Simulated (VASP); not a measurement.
Input of a VASP 6.6.1 run:

The input INCAR:

```
SYSTEM = AlAs
PREC     = Accurate       ! precision mode
ENCUT    = 500            ! plane-wave cutoff, eV
EDIFF    = 1E-6           ! SCF threshold, eV
ISMEAR   = 0              ! smearing method
SIGMA    = 0.02           ! smearing width, eV
LREAL    = .FALSE.        ! projectors in reciprocal space
LASPH    = .TRUE.         ! aspherical terms in the spheres
NELM     = 120            ! most SCF steps
ALGO     = Normal         ! electronic algorithm
ISIF     = 2              ! what is computed and relaxed
LWAVE    = .FALSE.        ! write WAVECAR
LCHARG   = .FALSE.        ! write CHGCAR
GGA      = PE             ! functional
NBANDS   = 11             ! bands
GGA_COMPAT= .FALSE.
```

The input KPOINTS:

```
Automatic mesh
0
G
  8 8 8
  0 0 0
```

Contents of POSCAR:

```
AlAs
1.0
    0.0000000000      2.8636840534      2.8636840534
    2.8636840534      0.0000000000      2.8636840534
    2.8636840534      2.8636840534      0.0000000000
Al As
1 1
Direct
    0.0000000000      0.0000000000      0.0000000000
    0.7500000000      0.7500000000      0.7500000000
```

Potentials or basis: VASP PAW PBE potentials, release 64 (Al, As).

Run with:

```console
$ cat potpaw_PBE.64/Al/POTCAR potpaw_PBE.64/As/POTCAR > POTCAR
$ mpirun -np 1 vasp_std > vasp.out
```

Estimate the pressure.

0.2 GPa.

Estimate the band gap on the k mesh.

1.49 eV (least direct gap 1.78 eV).

A k mesh can miss the band edges. PBE gaps usually lie below the measured ones, often by a third to a half.
